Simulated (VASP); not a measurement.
Ge: single point with PBEsol

Ge:

```
CELL_PARAMETERS angstrom
0.00000 2.92949 2.92949
2.92949 0.00000 2.92949
2.92949 2.92949 0.00000
ATOMIC_POSITIONS crystal
Ge 0.00000 0.00000 0.00000
Ge 0.25000 0.25000 0.25000
```

```
Program             : VASP 6.6.1
Task                : single point
Functional          : PBEsol
Potentials or basis : VASP PAW PBE potentials, release 64 (Ge_d)
Cutoff              : 520 eV
k mesh              : 14 × 14 × 14
Occupations         : gaussian, width 0.1 eV
Spin                : no spin polarisation
```

- Pressure: -5.5 GPa
- Band gap on the k mesh: zero (bands 14 and 15 overlap by 0.17 eV)

Levels at points of the mesh, in eV from the Fermi level:
```tsv
k point	band 11	band 12	band 13	band 14	band 15	band 16	band 17	band 18
(0.00, 0.00, 0.00)	-11.96	-0.84	0.08	0.08	0.08	2.56	2.56	2.56
(0.50, 0.00, 0.00)	-10.11	-7.11	-1.18	-1.18	-0.09	3.72	3.72	6.97
(0.50, 0.50, 0.00)	-8.46	-8.46	-2.66	-2.66	0.86	0.86	8.72	8.72
```

It took 97 s on 1 thread of Intel Xeon 8259CL, with other jobs on the host, peak memory 0.23 GiB.

Caveat: the cell stands under tension; semilocal functionals underestimate gaps, so a narrow gap can read as zero; the PAW data sets were made with another functional, which shifts forces and pressure a little.
